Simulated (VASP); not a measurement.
Here is a VASP 6.6.1 calculation.

INCAR

```
AGGAC = 1.0
AGGAX = 1.0
ALDAC = 0.0
ALDAX = 1.0
ALGO = Normal
EDIFF = 1E-6
ENCUT = 520
GGA = B5
ISIF = 2
ISMEAR = -1
LASPH = True
LCHARG = False
LREAL = False
LWAVE = False
NBANDS = 16
NELM = 100
PREC = Accurate
SIGMA = 0.1
```

Contents of KPOINTS:

```
k-points
0
Gamma
  6 6 6
```

Contents of POSCAR:

```
K
1.0
    0.0000000000      5.0784803390      5.0784803390
    5.0784803390      0.0000000000      5.0784803390
    5.0784803390      5.0784803390      0.0000000000
K
2
Direct
    0.1250000000      0.1250000000      0.1250000000
    0.8750000000      0.8750000000      0.8750000000
```

Potentials or basis: VASP PAW PBE potentials, release 64 (K_sv).

Run with:

```console
$ cat potpaw_PBE.64/K_sv/POTCAR > POTCAR
$ mpirun -np 1 vasp_std > vasp.out
```

Predict the band gap on the k mesh.

zero (bands 9 and 10 overlap by 0.06 eV).

Predict the pressure.

0.0 GPa.

Caveat: the PAW data sets were made with another functional, which shifts forces and pressure a little.
